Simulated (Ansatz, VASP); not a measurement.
## Two plane-wave programs on TaN

Contents of INCAR:

```
  PREC = Accurate
  ENCUT = 520
  EDIFF = 1E-6
  ISMEAR = 0
  SIGMA = 0.15
  LREAL = False
  LASPH = True
  NELM = 100
  ALGO = Normal
  ISIF = 2
  LWAVE = False
  LCHARG = True
  GGA = PE
  LELF = True
  LVHAR = True
  NBANDS = 15
```

File KPOINTS:

```
Automatic mesh
0
Gamma
  18 18 18
```

POSCAR

```
TaN
1.0
    0.0000000000      2.1565528357      2.3112310993
    2.1565528357      0.0000000000      2.3112310993
    2.1565528357      2.1565528357      0.0000000000
Ta N
1 1
Direct
    0.4952498232      0.5047501768      0.5047501768
    0.0613646338     -0.0613646338     -0.0613646338
```

Input for Ansatz:

```yaml
crystal:
  lattice:
    - [0.0, 2.1565528357, 2.3112310993]
    - [2.1565528357, 0.0, 2.3112310993]
    - [2.1565528357, 2.1565528357, 0.0]
  atoms:
    - { symbol: Ta, position: [0.4952498232, 0.5047501768, 0.5047501768] }
    - { symbol: "N", position: [0.0613646338, -0.0613646338, -0.0613646338] }
basis:
  ecutwfc: 520.0
kpoints:
  mp_grid: { grid: [18, 18, 18] }
hamiltonian:
  xc: pbe
  pseudopotentials: { kind: paw, azcp: { folder: soft_1 } }
scf:
  occupations: { method: gaussian, width: 0.15 }
output:
  forces: true
  stress: true
  eigenvalues: true
```

Change from the starting cell: mode 4 frozen in at -0.271 Å, strain +e along z and -e/2 along x and y +0.0467.

Alike in both runs: task single point; functional PBE; k mesh 18 × 18 × 18; occupations gaussian, width 0.15 eV; no spin polarisation.

|  | VASP | Ansatz |
| --- | --- | --- |
| version | VASP 6.6.1 | Ansatz 0.2.0 |
| potentials or method | VASP PAW PBE potentials, release 64 (Ta_pv, N), cutoff 520 eV | scalar-relativistic, plane waves, PAW |
| valence electrons in the cell | 16 | 18 |

|  | VASP | Ansatz | Ansatz less VASP |
| --- | --- | --- | --- |
| gap on the k mesh at the Fermi level (eV) | none | none | - |
| pressure (GPa) | 22.7 | 21.4 | -1.33 |
| traceless stress, the component that is largest in VASP (GPa) | 40.63 | 39.69 | -0.936 |
| rms of the force components (eV/Å) | 2.656 | 2.602 | -0.0533 |

Atom by atom the forces differ by 0.053 eV/Å (rms over components). A gap of «none» marks a metal or a gap that the smearing closes. With one functional, cell and mesh, what is left measures potentials, basis and numerics. VASP's potentials hold 16 valence electrons a cell and Ansatz's 18, so a difference there can come from the potentials and not from the codes.

Neither program's run includes spin-orbit coupling.
